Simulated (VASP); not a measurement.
Set up this calculation in VASP 6.6.1, as the native input.

| Item | Value |
| --- | --- |
| Task | single point |
| Functional | HSE06 |
| Potentials or basis | VASP PAW PBE potentials, release 64 (Na_pv, Cl) |
| Cutoff | 520 eV |
| k mesh | 6 × 6 × 6 |
| Occupations | gaussian, width 0.01 eV |
| Spin | no spin polarisation |
| Dipole correction | no |
| Grid for exact exchange (PRECFOCK) | Normal |
| Further INCAR settings | ALGO = Normal; EDIFF = 1e-06; NBANDS = 14 |
| Share of exact exchange | 0.25 |
| Screening parameter | 0.2079 1/Å |

NaCl:

```
Na Cl
1.0
     0.00000    2.80270    2.80270
     2.80270    0.00000    2.80270
     2.80270    2.80270    0.00000
Na Cl
1 1
Cartesian
  0.0000 0.0000 0.0000
  2.8027 2.8027 2.8027
```

These files were run (other wordings do the same):

POSCAR

```
NaCl
1.0
    0.0000000000      2.8026988303      2.8026988303
    2.8026988303      0.0000000000      2.8026988303
    2.8026988303      2.8026988303      0.0000000000
Na Cl
1 1
Direct
    0.0000000000      0.0000000000      0.0000000000
    0.5000000000      0.5000000000      0.5000000000
```

INCAR.step1

```
PREC = Accurate ; ENCUT = 520
EDIFF = 1E-5 ; ISMEAR = 0
SIGMA = 0.01 ; LREAL = False
LASPH = True ; NELM = 60
ALGO = Normal ; ISIF = 2
LWAVE = True ; LCHARG = False
NBANDS = 14 ; GGA = PE
```

INCAR.step2

```
PREC = Accurate ; ENCUT = 520
EDIFF = 1E-6 ; ISMEAR = 0
SIGMA = 0.01 ; LREAL = False
LASPH = True ; NELM = 60
ALGO = Normal ; ISIF = 2
LWAVE = False ; LCHARG = False
GGA = PE ; LHFCALC = True
HFSCREEN = 0.2079 ; PRECFOCK = Normal
NBANDS = 14 ; ISTART = 1
```

KPOINTS

```
Automatic mesh
0
Gamma
  6 6 6
```

Potentials or basis: VASP PAW PBE potentials, release 64 (Na_pv, Cl).

The run is started by

```console
$ cat potpaw_PBE.64/Na_pv/POTCAR potpaw_PBE.64/Cl/POTCAR > POTCAR
$ cp INCAR.step1 INCAR
$ mpirun -np 1 vasp_std > vasp.out
$ cp INCAR.step2 INCAR
$ mpirun -np 1 vasp_std > vasp.out
```

It gave:

The pressure is 0.7 GPa. The band gap on the k mesh is 6.55 eV.

Caveat: the PAW data sets were made with another functional, which shifts forces and pressure a little.

It took 6.2 min on 1 thread of Intel(R) Xeon(R) 6975P-C (Granite Rapids), on a shared host, peak memory 0.28 GiB.
